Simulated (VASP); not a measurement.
Wanted: the native input for a VASP 6.6.1 run.

```yaml
Task: density of states
Functional: SVWN5
Potentials_or_basis: VASP PAW PBE potentials, release 64 (Lu)
Cutoff: 520 eV
k_mesh: 7 × 8 × 7
Occupations: fermi-dirac, width 0.1 eV
Spin: no spin polarisation
Dipole_correction: no
k_mesh_for_the_DOS: 11 × 12 × 11
Occupations_for_the_DOS: tetrahedron
Further_INCAR_settings: ALGO = Normal; EDIFF = 1e-06
```

Crystal: Lu.

```
Lu
1.0
    -1.90639    1.90080    1.99904
     1.84312   -1.91779    1.95277
     2.01104    2.02244   -2.01603
Lu
1
Direct
  0.99248 0.99809 0.00634
```

This cell differs from its parent crystal: the cell strained at random.

One way to write it, as run:

POSCAR

```
Lu
1.0
   -1.9063860000      1.9007990000      1.9990360000
    1.8431230000     -1.9177930000      1.9527660000
    2.0110380000      2.0224440000     -2.0160290000
Lu
1
Direct
   -0.0075230000     -0.0019080000      0.0063410000
```

INCAR.step1

```
PREC     = Accurate       # precision mode
ENCUT    = 520            # plane-wave cutoff, eV
EDIFF    = 1E-6           # SCF threshold, eV
ISMEAR   = -1             # smearing method
SIGMA    = 0.1            # smearing width, eV
LREAL    = F              # projectors in reciprocal space
LASPH    = T              # aspherical terms in the spheres
NELM     = 100            # most SCF steps
ALGO     = Normal         # electronic algorithm
ISIF     = 2              # what is computed and relaxed
LWAVE    = F              # write WAVECAR
LCHARG   = T              # write CHGCAR
GGA      = VW             # functional
NBANDS   = 18             # bands
```

KPOINTS.step1

```
regular mesh
0
Gamma
  7 8 7
```

INCAR.step2

```
PREC     = Accurate       # precision mode
ENCUT    = 520            # plane-wave cutoff, eV
EDIFF    = 1E-6           # SCF threshold, eV
ISMEAR   = -5             # smearing method
SIGMA    = 0.1            # smearing width, eV
LREAL    = F              # projectors in reciprocal space
LASPH    = T              # aspherical terms in the spheres
NELM     = 100            # most SCF steps
ALGO     = Normal         # electronic algorithm
ISIF     = 2              # what is computed and relaxed
LWAVE    = F              # write WAVECAR
LCHARG   = F              # write CHGCAR
GGA      = VW             # functional
LORBIT   = 11             # projections on sites
NEDOS    = 2001           # points of the DOS
ICHARG   = 11             # starting density
```

KPOINTS.step2

```
regular mesh
0
Gamma
  11 12 11
```

Potentials or basis: VASP PAW PBE potentials, release 64 (Lu).

Command:

```console
$ cat potpaw_PBE.64/Lu/POTCAR > POTCAR
$ cp INCAR.step1 INCAR
$ cp KPOINTS.step1 KPOINTS
$ mpirun -np 1 vasp_std > vasp.out
$ cp INCAR.step2 INCAR
$ cp KPOINTS.step2 KPOINTS
$ mpirun -np 1 vasp_std > vasp.out
```

It gave:

The valence electrons inside the program's atomic spheres are Lu 23.13.

Caveat: the cell differs from its parent crystal (the cell strained at random); spin-orbit coupling is left out, which moves the levels of the heavy elements.

Run time: 8.4 min on 1 thread of Oxide Virtual Turin-like Processor (shared host), peak memory 0.43 GiB.
